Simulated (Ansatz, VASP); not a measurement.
# ZnO: VASP beside Ansatz

```xyz
4
Lattice="3.2305 0.0000 0.0000 -1.6152 2.7977 0.0000 0.0000 0.0000 5.1098" Properties=species:S:1:pos:R:3 pbc="T T T"
Zn    1.6152    0.9326    2.5440
Zn    0.0000    1.8651   -0.0109
O     1.6152    0.9326    4.5091
O     0.0000    1.8651    1.9542
```

Change from the starting cell: strain along c alone, the other axes held, atoms relaxed: -2.0 %.

Alike in both runs: functional PBEsol; k mesh 12 × 12 × 6; occupations gaussian, width 0.02 eV; no spin polarisation.

Ansatz relaxed the structure, and its values are those at the end. VASP's run is a single point on that final structure, the one shown.

```csv
,VASP,Ansatz
version,VASP 6.6.1,Ansatz 0.2.0
potentials or method,"VASP PAW PBE potentials, release 64 (Zn, O_h), cutoff 910 eV","scalar-relativistic, plane waves, PAW"
valence electrons in the cell,36,36
```

|  | VASP | Ansatz | Ansatz less VASP |
| --- | --- | --- | --- |
| gap on the k mesh at the Fermi level (eV) | 0.74 | 0.76 | +0.012 |
| least direct gap on the mesh (eV) | 0.74 | 0.76 | +0.012 |

VASP's potentials were made for PBE, not for PBEsol. The functional is the same, so the differences come from potentials, cutoffs and numerics. Ansatz's warnings: stress scf threshold loose.

Noted on VASP's run: the cutoff is short for stress, so the pressure is rough.
